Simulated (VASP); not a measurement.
A run of VASP 6.6.1:

INCAR

```
  PREC = Accurate
  ENCUT = 520
  EDIFF = 1E-6
  ISMEAR = 0
  SIGMA = 0.15
  LREAL = F
  LASPH = T
  NELM = 100
  ALGO = Normal
  ISIF = 2
  LWAVE = F
  LCHARG = F
  GGA = CA
  NBANDS = 15
```

File KPOINTS:

```
regular mesh
0
Gamma
  16 16 16
```

File POSCAR:

```
ZrC
1.0
    0.0000000000      2.4019541123      2.1582776081
    2.4019541123      0.0000000000      2.1582776081
    2.4019541123      2.4019541123      0.0000000000
Zr C
1 1
Direct
    0.5000000000      0.5000000000      0.5000000000
    0.0000000000      0.0000000000      0.0000000000
```

Potentials or basis: VASP PAW LDA potentials, release 64 (Zr_sv, C).

The run is started by

```bash
$ cat potpaw_LDA.64/Zr_sv/POTCAR potpaw_LDA.64/C/POTCAR > POTCAR
$ mpirun -np 1 vasp_std > vasp.out
```

Hardware: 1 thread of Intel(R) Xeon(R) Platinum 8559C (Emerald Rapids) (shared host).

**Question.** How long does it take, and how much memory?

**Answer.** It took 42 s on 1 thread of Intel(R) Xeon(R) Platinum 8559C (Emerald Rapids) (shared host), peak memory 0.24 GiB. Counts: scf iterations 12, k points 349.
